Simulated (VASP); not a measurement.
Sb: relaxation of cell and atoms with revPBE

Sb:

```
Sb
1.0
     2.15420    1.24373    3.75800
    -2.15420    1.24373    3.75800
     0.00000   -2.48746    3.75800
Sb
2
Direct
  0.76651 0.76651 0.76651
  0.23349 0.23349 0.23349
```

```json
{
  "Program": "VASP 6.6.1",
  "Task": "relaxation of cell and atoms",
  "Functional": "revPBE",
  "Potentials or basis": "VASP PAW PBE potentials, release 64 (Sb)",
  "Cutoff": "600 eV",
  "k mesh": "8 × 8 × 8",
  "Occupations": "fermi-dirac, width 0.05 eV",
  "Spin": "no spin polarisation",
  "Dipole correction": "no",
  "Further INCAR settings": "ALGO = Normal; EDIFF = 1e-06; IBRION = 2; EDIFFG = -0.01; NSW = 80; ISIF = 3"
}
```

| Item | Value |
| --- | --- |
| Relaxed volume | 32.82 Å³/atom |
| Relaxed cell | a = 4.672 Å, b = 4.672 Å, c = 4.672 Å, α = 56.13°, β = 56.13°, γ = 56.13° |
| Space group after relaxing (to 0.05 Å) | R-3m (No. 166) |
| Energy gained by relaxing | 24.3 meV/atom |
| Ionic steps | 11 |
| Pressure after relaxing | 0.0 GPa |
| Band gap on the k mesh | zero (band 5 reaches 6.41 eV, above the bottom of band 6 at 6.17 eV) |

The path:
```csv
step,energy change (eV),largest force (eV/Å),pressure (GPa),volume (Å³)
1,0.0000,0.2201,3.70,60.41
2,-0.0273,0.3460,-1.71,66.71
3,-0.0428,0.1512,0.09,64.20
4,-0.0447,0.1113,0.07,64.45
5,-0.0471,0.0106,0.04,65.02
6,-0.0472,0.0180,0.03,65.17
7,-0.0480,0.0090,0.00,65.37
8,-0.0485,0.0032,-0.04,65.66
9,-0.0485,0.0047,-0.04,65.69
10,-0.0485,0.0122,0.08,65.54
11,-0.0485,0.0016,0.01,65.64
```

Final structure:
```
CELL_PARAMETERS angstrom
2.19795 1.26898 3.92209
-2.19795 1.26898 3.92209
0.00000 -2.53797 3.92209
ATOMIC_POSITIONS crystal
Sb 0.76865 0.76865 0.76865
Sb 0.23135 0.23135 0.23135
```

Levels at points of the mesh, in eV from the Fermi level:
```
           k point  band 1  band 2  band 3  band 4  band 5  band 6  band 7  band 8  band 9
(0.00, 0.00, 0.00)  -12.22   -5.25   -2.00   -1.70   -1.70    1.75    2.43    2.43    5.22
(0.50, 0.00, 0.00)  -10.10   -9.30   -1.99   -1.93   -0.34   -0.27    0.21    0.71    7.25
(0.50, 0.50, 0.00)  -10.13   -8.04   -4.97   -3.45   -3.37    1.61    4.43    5.23    6.14
(0.50, 0.50, 0.50)  -11.00   -8.57   -1.31   -1.31   -0.62    0.32    0.32    1.09    6.61
```

It took 2.9 min on 1 thread of Intel(R) Xeon(R) Platinum 8488C (Sapphire Rapids) (shared host), peak memory 0.24 GiB.

Caveat: the PAW data sets were made with another functional, which shifts forces and pressure a little; spin-orbit coupling is left out, which moves the levels of the heavy elements. revPBE gives volumes clearly too large for solids.
